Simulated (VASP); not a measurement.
# Pb (Im-3m) in VASP: a series of runs, part 2 of 2

VASP 6.6.1. The steps go on from the part before.

**5. Relaxation of cell and atoms, PBE, target pressure 140 GPa, at which the enthalpy is minimised**

This run uses another cell than the first one, of 16.26 Å³/atom, 1.003 times its volume.

The input, INCAR:

```
ALGO = Normal
EDIFF = 1E-7
EDIFFG = -0.005
ENCUT = 600
GGA = PE
IBRION = 2
ISIF = 3
ISMEAR = -1
LASPH = T
LCHARG = F
LREAL = F
LWAVE = F
NELM = 100
NSW = 60
PREC = Accurate
PSTRESS = 1400.0
SIGMA = 0.08
```

The input, KPOINTS:

```
k-points
0
Gamma
  17 17 17
```

The input, POSCAR:

```
Pb
1.0
   -1.5960678968      1.5960678968      1.5960678968
    1.5960678968     -1.5960678968      1.5960678968
    1.5960678968      1.5960678968     -1.5960678968
Pb
1
Direct
    0.0000000000      0.0000000000      0.0000000000
```

Potentials or basis: VASP PAW PBE potentials, release 64 (Pb_d).

Run with:

```bash
$ cat potpaw_PBE.64/Pb_d/POTCAR > POTCAR
$ mpirun -np 1 vasp_std > vasp.out
```

OUTCAR:

```text
EDIFF = 1E-7
   EDIFFG = -0.005
   ENCUT = 600
   GGA = PE
   IBRION = 2
   ISIF = 3
   ISMEAR = -1
   LASPH = T
   LREAL = F
   NELM = 100
   NSW = 60
   PREC = Accurate
   PSTRESS = 1400.0

 ion  position               nearest neighbor table
   1  0.000  0.000  0.000-

  LATTYP: Found a body centered cubic cell.
 ALAT       =     3.1921357936

  Lattice vectors:

 A1 = (  -1.5960678968,   1.5960678968,   1.5960678968)
 A2 = (   1.5960678968,  -1.5960678968,   1.5960678968)
 A3 = (   1.5960678968,   1.5960678968,  -1.5960678968)

Analysis of symmetry for initial positions (statically):
=====================================================================
 Subroutine PRICEL returns:
 Original cell was already a primitive cell.

 Routine SETGRP: Setting up the symmetry group for a
 body centered cubic supercell.

 Subroutine GETGRP returns: Found 48 space group operations
 (whereof 48 operations were pure point group operations)
 out of a pool of 48 trial point group operations.

The static configuration has the point symmetry O_h .

Analysis of symmetry for dynamics (positions and initial velocities):
=====================================================================
 Subroutine PRICEL returns:
 Original cell was already a primitive cell.

 Routine SETGRP: Setting up the symmetry group for a
 body centered cubic supercell.

 Subroutine GETGRP returns: Found 48 space group operations
 (whereof 48 operations were pure point group operations)
 out of a pool of 48 trial point group operations.

The dynamic configuration has the point symmetry O_h .

 Subroutine INISYM returns: Found 48 space group operations
 (whereof 48 operations are pure point group operations),
 and found     1 'primitive' translations

----------------------------------------------------------------------------------------

                                     Primitive cell

  volume of cell :      16.2635

  direct lattice vectors                    reciprocal lattice vectors
    -1.596067897  1.596067897  1.596067897     0.000000000  0.313269881  0.313269881
     1.596067897 -1.596067897  1.596067897     0.313269881  0.000000000  0.313269881
     1.596067897  1.596067897 -1.596067897     0.313269881  0.313269881  0.000000000

  length of vectors
     2.764470690  2.764470690  2.764470690     0.443030514  0.443030514  0.443030514

  position of ions in fractional coordinates (direct lattice)
     0.000000000  0.000000000  0.000000000

  ion indices of the primitive-cell ions
   primitive index   ion index
                 1           1

----------------------------------------------------------------------------------------

 KPOINTS: k-points

Automatic generation of k-mesh.
 Grid dimensions read from file:
 generate k-points for:   17   17   17

 Generating k-lattice:

  Cartesian coordinates                     Fractional coordinates (reciprocal lattice)
     0.000000000  0.018427640  0.018427640     0.058823529  0.000000000  0.000000000
[... 40 lines left out ...]
 [... further k-points ...]
   k-points           NKPTS =    165   k-points in BZ     NKDIM =    165   number of bands    NBANDS=     11
   number of dos      NEDOS =    301   number of ions     NIONS =      1
   total plane-waves  NPLWV =  13824
   dimension x,y,z NGX =    24 NGY =   24 NGZ =   24
   dimension x,y,z NGXF=    48 NGYF=   48 NGZF=   48
   ions per type =               1
   NGX,Y,Z   is equivalent  to a cutoff of  14.43, 14.43, 14.43 a.u.
   NGXF,Y,Z  is equivalent  to a cutoff of  28.87, 28.87, 28.87 a.u.
 SYSTEM =  unknown system
   PREC   = accura    normal or accurate (medium, high low for compatibility)
   ISTART =      0    job   : 0-new  1-cont  2-samecut
   ICHARG =      2    charge: 1-file 2-atom 10-const
   ISPIN  =      1    spin polarized calculation?
   LNONCOLLINEAR =      F non collinear calculations
   LSORBIT =      F    spin-orbit coupling
   LASPH  =      T    aspherical Exc in radial PAW
   ENCUT  =  600.0 eV  44.10 Ry    6.64 a.u.   5.52  5.52  5.52*2*pi/ulx,y,z
   NELM   =    100;   NELMIN=  2; NELMDL= -5     # of ELM steps
   EDIFF  = 0.1E-06   stopping-criterion for ELM
   LREAL  =      F    real-space projection
   EDIFFG = -.5E-02   stopping-criterion for IOM
   NSW    =     60    number of steps for IOM
   IBRION =      2    ionic relax: 0-MD 1-quasi-New 2-CG
   NFREE  =      1    steps in history (QN), initial steepest desc. (CG)
   ISIF   =      3    stress and relaxation
   ISYM   =      2    0-nonsym 1-usesym 2-fastsym
   POTIM  = 0.5000    time-step for ionic-motion
   TEBEG  =    0.0;   TEEND  =   0.0 temperature during run
   PSTRESS= 1400.0 pullay stress
   NELECT =      14.0000    total number of electrons
   NUPDOWN=      -1.0000    fix difference up-down
   EMIN   =  10.00;   EMAX   =-10.00  energy-range for DOS
   EFERMI =   0.00;   METHOD = LEGACY
   ISMEAR =    -1;   SIGMA  =   0.08  broadening in eV -4-tet -1-fermi 0-gaus
   EFERMI_NEDOS =   21; number of points for ismear=-14 and -15
   IALGO  =     38    algorithm
   IMIX   =      4    mixing-type and parameters
     AMIX     =   0.40;   BMIX     =  1.00
     AMIX_MAG =   1.60;   BMIX_MAG =  1.00
  volume/ion in A,a.u.               =      16.26       109.75
  Fermi-wavevector in a.u.,A,eV,Ry     =   1.557326  2.942919 32.997716  2.425264
  Thomas-Fermi vector in A             =   2.660992
   LORBIT       =      0    0 simple, 1 ext, 2 COOP (PROOUT), +10 PAW based schemes
   GGA     = PE    functional components
   LHFCALC =     F    Hartree Fock is set to
   AEXX    =    0.0000 exact exchange contribution
   IVDW    =     0    specifies the selected vdW correction
   LEPSILON=     F    determine dielectric tensor
   LRPA    =     F    only Hartree local field effects (RPA)
 conjugate gradient relaxation of ions
 non-spin polarized calculation
  energy-cutoff  :      600.00
  volume of cell :       16.26
 maximum number of plane-waves:       559
 NGX is ok and might be reduce to    24
   NGX = 11   NGY = 11   NGZ = 11

--------------------------------------- Ionic step        1  -------------------------------------------

 number of electron      13.9999999 magnetization

 Free energy of the ion-electron system (eV)
  ---------------------------------------------------
  ext. energy  EPLUGINS =         0.00000000
  ---------------------------------------------------
  free energy    TOTEN  =        -0.06635989 eV

  energy without entropy =       -0.06108188  energy(sigma->0) =       -0.06372089

------------------------ aborting loop because EDIFF is reached ----------------------------------------

  FORCE on cell =-STRESS in cart. coord.  units (eV):
  Direction    XX          YY          ZZ          XY          YZ          ZX
  --------------------------------------------------------------------------------------
  -------------------------------------------------------------------------------------
  Total       14.0067289     14.0067289     14.0067289      0.0000000      0.0000000      0.0000000
  in kB     1379.8542849   1379.8542849   1379.8542849      0.0000000      0.0000000      0.0000000
  external PRESSURE =     -20.1457151 kB  Pullay stress =    1400.0000000 kB
[... 61 lines left out ...]
--------------------------------------- Ionic step        3  -------------------------------------------

 number of electron      13.9999999 magnetization

 Free energy of the ion-electron system (eV)
  ---------------------------------------------------
  ext. energy  EPLUGINS =         0.00000000
  ---------------------------------------------------
  free energy    TOTEN  =        -0.01614899 eV

  energy without entropy =       -0.01087380  energy(sigma->0) =       -0.01351139

 E-fermi :  17.3583     XC(G=0): -13.5984

 val. band max:       17.2638904489   @ k =   0.2941   0.1765   0.1176
 cond. band min:      17.3789736364   @ k =   0.2353   0.2353   0.1765
 fundamental gap:      0.1150831875
 Fermi energy:        17.3582787652

 k-point     1 :       0.0000    0.0000    0.0000
  band No.  band energies     occupation
      1      -1.7828      2.00000
      2      -1.7828      2.00000
      3      -1.7828      2.00000
      4      -0.9529      2.00000
      5      -0.6268      2.00000
      6      -0.6268      2.00000
      7      28.0177      0.00000
      8      28.0177      0.00000
      9      28.0177      0.00000
     10      32.3564      0.00000
     11      32.3564      0.00000
[... 309 lines left out ...]
 k-point    24 :       0.1765    0.1765    0.0000
  band No.  band energies     occupation
      1      -2.0901      2.00000
      2      -1.7962      2.00000
      3      -0.9678      2.00000
      4      -0.8570      2.00000
      5      -0.5715      2.00000
      6       2.9323      2.00000
      7      19.1616      0.00000
      8      21.1696      0.00000
      9      25.0741      0.00000
     10      29.4030      0.00000
     11      32.0149      0.00000

 [... further k-points ...]
[... 5 lines left out ...]
  --------------------------------------------------------------------------------------
  -------------------------------------------------------------------------------------
  Total       14.1575343     14.1575343     14.1575343      0.0000000      0.0000000      0.0000000
  in kB     1399.6928506   1399.6928506   1399.6928506      0.0000000      0.0000000      0.0000000
  external PRESSURE =      -0.3071494 kB  Pullay stress =    1400.0000000 kB
[... 20 lines left out ...]
  energy  without entropy=       -0.0108738040  energy(sigma->0) =       -0.01351139

  enthalpy is  TOTEN    =        14.1444920318 eV   P V=       14.1606410177

 reached required accuracy - stopping structural energy minimisation
```

CONTCAR:

```text
Pb
   1.00000000000000
    -1.5941719239823615    1.5941719239823615    1.5941719239823615
     1.5941719239823615   -1.5941719239823615    1.5941719239823615
     1.5941719239823615    1.5941719239823615   -1.5941719239823615
  Pb
     1
Direct
     0.0000000000000000    0.0000000000000000    0.0000000000000000

  0.00000000E+00  0.00000000E+00  0.00000000E+00
```

Run time: 27 s. Hardware: 1 thread of Intel Xeon 6975P-C (Granite Rapids), shared host; peak memory 0.17 GiB.

Results:

```
Free energy                                            : -0.0161 eV
Relaxed volume                                         : 16.21 Å³/atom
Relaxed cell                                           : a = 2.761 Å, b = 2.761 Å, c = 2.761 Å, α = 109.47°, β = 109.47°, γ = 109.47°
Space group after relaxing (to 0.05 Å)                 : Im-3m (No. 229)
Energy change on relaxing (the enthalpy is what falls) : +50.2 meV/atom
Ionic steps                                            : 3
Pressure after relaxing                                : 140.0 GPa
Band gap on the k mesh                                 : zero (band 7 reaches 28.02 eV, above the bottom of band 8 at 13.18 eV)
```

Step by step:
```tsv
step	energy change (eV)	largest force (eV/Å)	pressure (GPa)	volume (Å³)
1	0.0000	0.0000	137.99	16.26
2	0.4357	0.0000	155.38	15.79
3	0.0502	0.0000	139.97	16.21
```

Final structure:
```
CELL_PARAMETERS angstrom
-1.59417 1.59417 1.59417
1.59417 -1.59417 1.59417
1.59417 1.59417 -1.59417
ATOMIC_POSITIONS crystal
Pb 0.00000 0.00000 0.00000
```

Levels at points of the mesh, in eV from the Fermi level:
| k point | band 4 | band 5 | band 6 | band 7 | band 8 | band 9 | band 10 | band 11 |
| --- | --- | --- | --- | --- | --- | --- | --- | --- |
| (0.00, 0.00, 0.00) | -18.31 | -17.99 | -17.99 | 10.66 | 10.66 | 10.66 | 15.00 | 15.00 |

Caveat: the cell is relaxed towards a set pressure, so the enthalpy falls and the energy may rise; spin-orbit coupling is left out, which moves the levels of the heavy elements.

**6. Summary**

```tsv
task	cell	cutoff (eV)	gap on the mesh (eV)	pressure (GPa)
single point	a = 2.761 Å, angles 109.5°, 1 atom	520	none	139.9
relaxation of cell and atoms	relaxed to 140 GPa from a = 2.761 Å, angles 109.5°, 1 atom	600	none	140.0
relaxation of cell and atoms	relaxed to 140 GPa from a = 2.764 Å, angles 109.5°, 1 atom	600	none	140.0
```

Alike in all rows: level PBE; potentials or basis VASP PAW PBE potentials, release 64 (Pb_d); no spin polarisation; k mesh 17 × 17 × 17; smearing fermi-dirac 0.08 eV.

Caveats: spin-orbit coupling is left out, which moves the levels of the heavy elements; the cell is relaxed towards a set pressure, so the enthalpy falls and the energy may rise (some runs).

Absolute energies hang on the potentials; compare differences alone.
